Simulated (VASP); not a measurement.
# P (Pa-3) in VASP: further runs

P is run at these levels: PBE; tasks: single point, relaxation of cell and atoms.

Program: VASP 6.6.1. These are calculated values, not measurements. Logs are shortened: lines on timing, memory, paths and dates and some standing lists are left out, and cuts for length are marked.

## Step 1: The cell of the first run

It takes space group Pa-3 (No. 205, cubic). The conventional cell has a = 7.534 Å, b = 7.534 Å, c = 7.534 Å, α = 90.00°, β = 90.00°, γ = 90.00°. Within 2.5 Å of P (site symmetry 3) lie 1 P at 1.91 Å.

## Step 2: Single point, PBE

The input, INCAR:

```
SYSTEM = P
PREC = Accurate
ENCUT = 520
EDIFF = 1E-7
ISMEAR = 0
SIGMA = 0.02
LREAL = .FALSE.
LASPH = .TRUE.
NELM = 100
ALGO = Normal
ISIF = 2
LWAVE = .FALSE.
LCHARG = .FALSE.
GGA = PE
NBANDS = 30
```

The input, KPOINTS:

```
regular mesh
0
G
  4 4 4
  0 0 0
```

The input, POSCAR:

```
P
1.0
    7.5340666498      0.0000000000      0.0000000000
    0.0000000000      7.5340666498      0.0000000000
    0.0000000000      0.0000000000      7.5340666498
P
8
Direct
    0.0730285498      0.0730285498      0.0730285498
    0.4269714502      0.9269714502      0.5730285498
    0.5730285498      0.4269714502      0.9269714502
    0.9269714502      0.5730285498      0.4269714502
    0.9269714502      0.9269714502      0.9269714502
    0.5730285498      0.0730285498      0.4269714502
    0.4269714502      0.5730285498      0.0730285498
    0.0730285498      0.4269714502      0.5730285498
```

Potentials or basis: VASP PAW PBE potentials, release 64 (P).

Run with:

```console
$ cat potpaw_PBE.64/P/POTCAR > POTCAR
$ mpirun -np 1 vasp_std > vasp.out
```

OUTCAR:

```text
SYSTEM = P
   PREC = Accurate
   ENCUT = 520
   EDIFF = 1E-7
   ISMEAR = 0
   LREAL = .FALSE.
   LASPH = .TRUE.
   NELM = 100
   ISIF = 2
   GGA = PE

 ion  position               nearest neighbor table
   1  0.073  0.073  0.073-   5 1.91
   2  0.427  0.927  0.573-   6 1.91
   3  0.573  0.427  0.927-   7 1.91
   4  0.927  0.573  0.427-   8 1.91
   5  0.927  0.927  0.927-   1 1.91
   6  0.573  0.073  0.427-   2 1.91
   7  0.427  0.573  0.073-   3 1.91
   8  0.073  0.427  0.573-   4 1.91

  LATTYP: Found a simple cubic cell.
 ALAT       =     7.5340666498

  Lattice vectors:

 A1 = (   7.5340666498,   0.0000000000,   0.0000000000)
 A2 = (   0.0000000000,   7.5340666498,   0.0000000000)
 A3 = (   0.0000000000,   0.0000000000,   7.5340666498)

Analysis of symmetry for initial positions (statically):
=====================================================================
 Subroutine PRICEL returns:
 Original cell was already a primitive cell.

 Routine SETGRP: Setting up the symmetry group for a
 simple cubic supercell.

 Subroutine GETGRP returns: Found 24 space group operations
 (whereof  6 operations were pure point group operations)
 out of a pool of 48 trial point group operations.

The static configuration has the point symmetry S_6 .
 The point group associated with its full space group is T_h .

Analysis of symmetry for dynamics (positions and initial velocities):
=====================================================================
 Subroutine PRICEL returns:
 Original cell was already a primitive cell.

 Routine SETGRP: Setting up the symmetry group for a
 simple cubic supercell.

 Subroutine GETGRP returns: Found 24 space group operations
 (whereof  6 operations were pure point group operations)
 out of a pool of 48 trial point group operations.

The dynamic configuration has the point symmetry S_6 .
 The point group associated with its full space group is T_h .

 Subroutine INISYM returns: Found 24 space group operations
 (whereof  6 operations are pure point group operations),
 and found     1 'primitive' translations

----------------------------------------------------------------------------------------

                                     Primitive cell

  volume of cell :     427.6499

  direct lattice vectors                    reciprocal lattice vectors
     7.534066650  0.000000000  0.000000000     0.132730442  0.000000000  0.000000000
     0.000000000  7.534066650  0.000000000     0.000000000  0.132730442  0.000000000
     0.000000000  0.000000000  7.534066650     0.000000000  0.000000000  0.132730442

  length of vectors
     7.534066650  7.534066650  7.534066650     0.132730442  0.132730442  0.132730442

  position of ions in fractional coordinates (direct lattice)
     0.073028550  0.073028550  0.073028550
     0.426971450  0.926971450  0.573028550
     0.573028550  0.426971450  0.926971450
     0.926971450  0.573028550  0.426971450
     0.926971450  0.926971450  0.926971450
     0.573028550  0.073028550  0.426971450
     0.426971450  0.573028550  0.073028550
     0.073028550  0.426971450  0.573028550

  ion indices of the primitive-cell ions
   primitive index   ion index
                 1           1
                 2           2
                 3           3
                 4           4
                 5           5
                 6           6
                 7           7
                 8           8

----------------------------------------------------------------------------------------

 KPOINTS: regular mesh

Automatic generation of k-mesh.
 Grid dimensions read from file:
 generate k-points for:    4    4    4

 Generating k-lattice:

  Cartesian coordinates                     Fractional coordinates (reciprocal lattice)
     0.033182611  0.000000000  0.000000000     0.250000000  0.000000000  0.000000000
     0.000000000  0.033182611  0.000000000     0.000000000  0.250000000  0.000000000
     0.000000000  0.000000000  0.033182611     0.000000000  0.000000000  0.250000000

  Length of vectors
     0.033182611  0.033182611  0.033182611

  Shift w.r.t. Gamma in fractional coordinates (k-lattice)
     0.000000000  0.000000000  0.000000000

 Subroutine IBZKPT returns following result:
 ===========================================

 Found     11 irreducible k-points:

 Following reciprocal coordinates:
            Coordinates               Weight
  0.000000  0.000000  0.000000      1.000000
  0.250000  0.000000  0.000000      6.000000
  0.500000  0.000000  0.000000      3.000000
  0.250000  0.250000  0.000000     12.000000
  0.500000  0.250000  0.000000      6.000000
 -0.250000  0.500000  0.000000      6.000000
  0.500000  0.500000  0.000000      3.000000
  0.250000  0.250000  0.250000      8.000000
  0.500000  0.250000  0.250000     12.000000
  0.500000  0.500000  0.250000      6.000000
  0.500000  0.500000  0.500000      1.000000
[... 94 lines left out ...]
     29       3.4676      0.00000
     30       4.0193      0.00000

 k-point     3 :       0.5000    0.0000    0.0000
  band No.  band energies     occupation
      1     -13.0874      2.00000
      2     -13.0874      2.00000
      3     -13.0351      2.00000
      4     -13.0351      2.00000
      5      -7.8743      2.00000
      6      -7.8743      2.00000
[... 22 lines left out ...]
     29       3.5414      0.00000
     30       3.5414      0.00000

 k-point     4 :       0.2500    0.2500    0.0000
  band No.  band energies     occupation
      1     -13.1107      2.00000
      2     -13.0483      2.00000
      3     -13.0483      2.00000
      4     -13.0374      2.00000
      5      -7.8741      2.00000
      6      -7.8653      2.00000
[... 22 lines left out ...]
     29       3.4328      0.00000
     30       3.9225      0.00000

 k-point     5 :       0.5000    0.2500    0.0000
  band No.  band energies     occupation
      1     -13.0796      2.00000
      2     -13.0796      2.00000
      3     -13.0427      2.00000
      4     -13.0427      2.00000
      5      -7.8693      2.00000
      6      -7.8693      2.00000
[... 22 lines left out ...]
     29       3.5936      0.00000
     30       3.5936      0.00000

 k-point     6 :      -0.2500    0.5000    0.0000
  band No.  band energies     occupation
      1     -13.0796      2.00000
      2     -13.0796      2.00000
      3     -13.0427      2.00000
      4     -13.0427      2.00000
      5      -7.8692      2.00000
      6      -7.8692      2.00000
[... 22 lines left out ...]
     29       3.5867      0.00000
     30       3.5867      0.00000

 k-point     7 :       0.5000    0.5000    0.0000
  band No.  band energies     occupation
      1     -13.0611      2.00000
      2     -13.0611      2.00000
      3     -13.0611      2.00000
      4     -13.0611      2.00000
      5      -7.8550      2.00000
      6      -7.8550      2.00000
[... 22 lines left out ...]
     29       3.7304      0.00000
     30       3.7304      0.00000

 k-point     8 :       0.2500    0.2500    0.2500
  band No.  band energies     occupation
      1     -13.1000      2.00000
      2     -13.0482      2.00000
      3     -13.0481      2.00000
      4     -13.0481      2.00000
      5      -7.8677      2.00000
      6      -7.8677      2.00000
[... 22 lines left out ...]
     29       3.4393      0.00000
     30       4.0103      0.00000

 k-point     9 :       0.5000    0.2500    0.2500
  band No.  band energies     occupation
      1     -13.0741      2.00000
      2     -13.0741      2.00000
      3     -13.0479      2.00000
      4     -13.0479      2.00000
      5      -7.8671      2.00000
      6      -7.8671      2.00000
[... 22 lines left out ...]
     29       3.6863      0.00000
     30       3.6863      0.00000

 k-point    10 :       0.5000    0.5000    0.2500
  band No.  band energies     occupation
      1     -13.0609      2.00000
      2     -13.0609      2.00000
      3     -13.0609      2.00000
      4     -13.0609      2.00000
      5      -7.8585      2.00000
      6      -7.8585      2.00000
[... 22 lines left out ...]
     29       3.9663      0.00000
     30       3.9663      0.00000

 k-point    11 :       0.5000    0.5000    0.5000
  band No.  band energies     occupation
      1     -13.0606      2.00000
      2     -13.0606      2.00000
      3     -13.0606      2.00000
      4     -13.0606      2.00000
      5      -7.8619      2.00000
      6      -7.8619      2.00000
[... 22 lines left out ...]
     29       4.4523      0.00000
     30       4.4524      0.00000

------------------------ aborting loop because EDIFF is reached ----------------------------------------

  FORCE on cell =-STRESS in cart. coord.  units (eV):
  Direction    XX          YY          ZZ          XY          YZ          ZX
  --------------------------------------------------------------------------------------
  -------------------------------------------------------------------------------------
  Total       -0.2556074     -0.2556074     -0.2556074     -0.0000000      0.0000000     -0.0000000
  in kB       -0.9576253     -0.9576253     -0.9576253     -0.0000000      0.0000000     -0.0000000
  external PRESSURE =      -0.9576253 kB  Pullay stress =       0.0000000 kB

 VOLUME and BASIS-vectors are now :
 -----------------------------------------------------------------------------
  energy-cutoff  :      520.00
  volume of cell :      427.65
      direct lattice vectors                 reciprocal lattice vectors
     7.534066650  0.000000000  0.000000000     0.132730442  0.000000000  0.000000000
     0.000000000  7.534066650  0.000000000     0.000000000  0.132730442  0.000000000
     0.000000000  0.000000000  7.534066650     0.000000000  0.000000000  0.132730442

 POSITION                                       TOTAL-FORCE (eV/Angst)
 -----------------------------------------------------------------------------------
      0.55020      0.55020      0.55020        -0.055153     -0.055153     -0.055153
      3.21683      6.98386      4.31724         0.055153      0.055153     -0.055153
      4.31724      3.21683      6.98386        -0.055153      0.055153      0.055153
      6.98386      4.31724      3.21683         0.055153     -0.055153      0.055153
      6.98386      6.98386      6.98386         0.055153      0.055153      0.055153
      4.31724      0.55020      3.21683        -0.055153     -0.055153      0.055153
      3.21683      4.31724      0.55020         0.055153     -0.055153     -0.055153
      0.55020      3.21683      4.31724        -0.055153      0.055153     -0.055153
 -----------------------------------------------------------------------------------
    total drift:                                0.000000      0.000000     -0.000000

  FREE ENERGIE OF THE ION-ELECTRON SYSTEM (eV)
  ---------------------------------------------------
  free  energy   TOTEN  =       -36.3750776655 eV

  energy  without entropy=      -36.3750776655  energy(sigma->0) =      -36.37507767
```

It took 2 min on 1 thread of Intel Xeon Platinum 8488C (Sapphire Rapids), shared host; peak memory 0.46 GiB.

Results:

```
Free energy            : -36.3751 eV
Pressure               : -0.1 GPa
Largest force          : 0.096 eV/Å
Band gap on the k mesh : 2.79 eV (least direct gap 2.86 eV)
```

Forces on the atoms (eV/Å):
```
P   -0.055 -0.055 -0.055
P    0.055  0.055 -0.055
P   -0.055  0.055  0.055
P    0.055 -0.055  0.055
P    0.055  0.055  0.055
P   -0.055 -0.055  0.055
P    0.055 -0.055 -0.055
P   -0.055  0.055 -0.055
```

Levels at points of the mesh, in eV from the valence-band top:
| k point | band 17 | band 18 | band 19 | band 20 | band 21 | band 22 | band 23 | band 24 |
| --- | --- | --- | --- | --- | --- | --- | --- | --- |
| (0.00, 0.00, 0.00) | -0.30 | -0.07 | -0.07 | -0.07 | 2.79 | 2.79 | 2.79 | 3.45 |
| (0.50, 0.00, 0.00) | -0.14 | -0.14 | 0.00 | 0.00 | 3.08 | 3.08 | 3.26 | 3.26 |
| (0.50, 0.50, 0.00) | -0.12 | -0.12 | -0.12 | -0.12 | 3.30 | 3.30 | 3.30 | 3.30 |
| (0.50, 0.50, 0.50) | -0.05 | -0.05 | -0.05 | -0.05 | 3.27 | 3.27 | 3.27 | 3.27 |

Caveat: this functional lacks dispersion, which holds the molecules together, so the pressure and a relaxed volume are unreliable. A k mesh can miss the band edges.

## Step 3: Relaxation of cell and atoms, PBE

This run uses another cell than the first one, of 41.75 Å³/atom.

The input, INCAR:

```
  PREC = Accurate
  ENCUT = 600
  EDIFF = 1E-6
  ISMEAR = 0
  SIGMA = 0.02
  LREAL = F
  LASPH = T
  NELM = 100
  ALGO = Normal
  ISIF = 3
  LWAVE = F
  LCHARG = F
  GGA = PE
  IBRION = 2
  NSW = 100
  EDIFFG = -0.01
```

The input, KPOINTS:

```
regular mesh
0
Gamma
  4 4 4
```

The input, POSCAR:

```
P
1.0
    6.9382533361      0.0000000000      0.0000000000
    0.0000000000      6.9382533361      0.0000000000
    0.0000000000      0.0000000000      6.9382533361
P
8
Direct
    0.0794516155      0.0794516155      0.0794516155
    0.4205483845      0.9205483845      0.5794516155
    0.5794516155      0.4205483845      0.9205483845
    0.9205483845      0.5794516155      0.4205483845
    0.9205483845      0.9205483845      0.9205483845
    0.5794516155      0.0794516155      0.4205483845
    0.4205483845      0.5794516155      0.0794516155
    0.0794516155      0.4205483845      0.5794516155
```

Potentials or basis: VASP PAW PBE potentials, release 64 (P).

Run with:

```console
$ cat potpaw_PBE.64/P/POTCAR > POTCAR
$ mpirun -np 1 vasp_std > vasp.out
```

Wall time 14 min (1 thread of Intel Xeon Platinum 8488C (Sapphire Rapids), shared host); peak memory 0.47 GiB.

It converged, with:

* Free energy: -36.3710 eV
* Relaxed volume: 53.24 Å³/atom
* Relaxed cell: a = 7.524 Å, b = 7.524 Å, c = 7.524 Å, α = 90.00°, β = 90.00°, γ = 90.00°
* Space group after relaxing (to 0.1 Å): Pa-3 (No. 205)
* Energy gained by relaxing: 7.3 meV/atom
* Ionic steps: 19
* Pressure after relaxing: 0.0 GPa
* Band gap on the k mesh: 2.80 eV (least direct gap 2.87 eV)

Step by step:
| step | energy change (eV) | largest force (eV/Å) | pressure (GPa) | volume (Å³) |
| --- | --- | --- | --- | --- |
| 1 | 0.0000 | 0.1166 | 0.12 | 334.00 |
| 2 | -0.0017 | 0.1616 | 0.46 | 335.46 |
| 3 | -0.0022 | 0.0729 | 0.35 | 335.00 |
| 4 | -0.0042 | 0.0726 | 0.34 | 336.27 |
| 5 | -0.0100 | 0.0744 | 0.33 | 340.10 |
| 6 | -0.0203 | 0.0854 | 0.30 | 347.83 |
| 7 | -0.0361 | 0.1237 | 0.28 | 363.66 |
| 8 | -0.0505 | 0.2726 | 0.33 | 396.74 |
| 9 | -0.0554 | 0.1419 | -0.11 | 404.43 |
| 10 | -0.0561 | 0.0326 | 0.00 | 402.36 |
| 11 | -0.0561 | 0.0389 | 0.00 | 402.47 |
| 12 | -0.0563 | 0.0426 | -0.01 | 403.32 |
| 13 | -0.0567 | 0.0537 | -0.02 | 405.88 |
| 14 | -0.0574 | 0.0722 | -0.05 | 411.02 |
| 15 | -0.0578 | 0.1061 | -0.10 | 421.44 |
| 16 | -0.0579 | 0.0924 | -0.09 | 422.04 |
| 17 | -0.0583 | 0.0515 | -0.05 | 423.82 |
| 18 | -0.0584 | 0.0335 | 0.03 | 427.40 |
| 19 | -0.0585 | 0.0003 | 0.00 | 425.93 |

Final structure:
```
P
1.0
     7.52394    0.00000    0.00000
     0.00000    7.52394    0.00000
     0.00000    0.00000    7.52394
P
8
Cartesian
  0.5494 0.5494 0.5494
  3.2126 6.9745 4.3114
  4.3114 3.2126 6.9745
  6.9745 4.3114 3.2126
  6.9745 6.9745 6.9745
  4.3114 0.5494 3.2126
  3.2126 4.3114 0.5494
  0.5494 3.2126 4.3114
```

Levels at points of the mesh, in eV from the valence-band top:
| k point | band 17 | band 18 | band 19 | band 20 | band 21 | band 22 | band 23 | band 24 |
| --- | --- | --- | --- | --- | --- | --- | --- | --- |
| (0.00, 0.00, 0.00) | -0.31 | -0.07 | -0.07 | -0.07 | 2.80 | 2.80 | 2.80 | 3.46 |
| (0.50, 0.00, 0.00) | -0.14 | -0.14 | 0.00 | 0.00 | 3.08 | 3.08 | 3.26 | 3.26 |
| (0.50, 0.50, 0.00) | -0.12 | -0.12 | -0.12 | -0.12 | 3.30 | 3.30 | 3.30 | 3.30 |
| (0.50, 0.50, 0.50) | -0.06 | -0.06 | -0.06 | -0.06 | 3.28 | 3.28 | 3.28 | 3.28 |

Caveat: the volume moved by over 15 % at a fixed basis, so the end points are rough; this functional lacks dispersion, which holds the molecules together, so the pressure and a relaxed volume are unreliable. A k mesh can miss the band edges.

## Step 4: Single point, PBE

The input, INCAR:

```
SYSTEM = P
PREC = Accurate ; ENCUT = 520
EDIFF = 1E-7 ; ISMEAR = 0
SIGMA = 0.02 ; LREAL = .False.
LASPH = .True. ; NELM = 100
ALGO = Normal ; ISIF = 2
LWAVE = .False. ; LCHARG = .True.
GGA = PE ; LELF = .True.
LVHAR = .True. ; NBANDS = 30
```

The input, KPOINTS:

```
Automatic mesh
0
Gamma
  4 4 4
  0 0 0
```

The input, POSCAR:

```
P
1.0
    7.5340666498      0.0000000000      0.0000000000
    0.0000000000      7.5340666498      0.0000000000
    0.0000000000      0.0000000000      7.5340666498
P
8
Direct
    0.0730285498      0.0730285498      0.0730285498
    0.4269714502      0.9269714502      0.5730285498
    0.5730285498      0.4269714502      0.9269714502
    0.9269714502      0.5730285498      0.4269714502
    0.9269714502      0.9269714502      0.9269714502
    0.5730285498      0.0730285498      0.4269714502
    0.4269714502      0.5730285498      0.0730285498
    0.0730285498      0.4269714502      0.5730285498
```

Run with:

```console
$ cat potpaw_PBE.64/P/POTCAR > POTCAR
$ mpirun -np 1 vasp_std > vasp.out
```

Run time: 2.5 min. Hardware: 1 thread of Intel Xeon Platinum 8488C (Sapphire Rapids), shared host; peak memory 0.46 GiB.

It converged, with:

```
Free energy            : -36.3751 eV
Pressure               : -0.1 GPa
Largest force          : 0.096 eV/Å
Band gap on the k mesh : 2.79 eV (least direct gap 2.86 eV)
```

Forces in eV/Å, atoms in the order of the input:
```
P   -0.055 -0.055 -0.055
P    0.055  0.055 -0.055
P   -0.055  0.055  0.055
P    0.055 -0.055  0.055
P    0.055  0.055  0.055
P   -0.055 -0.055  0.055
P    0.055 -0.055 -0.055
P   -0.055  0.055 -0.055
```

Levels at points of the mesh, in eV from the valence-band top:
```csv
k point,band 18,band 19,band 20,band 21,band 22,band 23
"(0.00, 0.00, 0.00)",-0.07,-0.07,-0.07,2.79,2.79,2.79
"(0.50, 0.00, 0.00)",-0.14,0.00,0.00,3.08,3.08,3.26
"(0.50, 0.50, 0.00)",-0.12,-0.12,-0.12,3.30,3.30,3.30
"(0.50, 0.50, 0.50)",-0.05,-0.05,-0.05,3.27,3.27,3.27
```

Caveat: this functional lacks dispersion, which holds the molecules together, so the pressure and a relaxed volume are unreliable.
